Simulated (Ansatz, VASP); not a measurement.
## MgI: VASP beside Ansatz

```
CELL_PARAMETERS angstrom
4.28591 0.00000 0.00000
0.00000 4.28591 0.00000
0.00000 0.00000 7.13345
ATOMIC_POSITIONS crystal
Mg 0.50000 0.50000 0.00000
Mg 0.00000 0.00000 0.00000
I 0.50000 0.00000 0.32547
I 0.00000 0.50000 0.67453
```

Alike in both runs: task relaxation of cell and atoms; functional PBEsol; k mesh 10 × 10 × 6; occupations gaussian, width 0.1 eV; no spin polarisation.

|  | VASP | Ansatz |
| --- | --- | --- |
| version | VASP 6.6.1 | Ansatz 0.2.0 |
| potentials or method | VASP PAW PBE potentials, release 64 (Mg, I), cutoff 600 eV | scalar-relativistic, plane waves, PAW |
| valence electrons in the cell | 18 | 54 |

Ansatz gave:

| Property | Result |
| --- | --- |
| gap on the k mesh at the Fermi level, each at its own relaxed structure (eV) | none |
| relaxed volume (Å³/atom) | 33.36 |
| relaxed length of the cell vector where the two differ most in proportion (Å) | 7.134 |

Question: What did VASP give for the same quantities?

Answer: gap on the k mesh at the Fermi level, each at its own relaxed structure (eV): none; relaxed volume (Å³/atom): 33.27; relaxed length of the cell vector where the two differ most in proportion (Å): 7.122.

VASP's potentials were made for PBE, not for PBEsol. A gap of «none» marks a metal or a gap that the smearing closes. VASP's potentials hold 18 valence electrons a cell and Ansatz's 54, so a difference there can come from the potentials and not from the codes.

Spin-orbit coupling is off throughout.
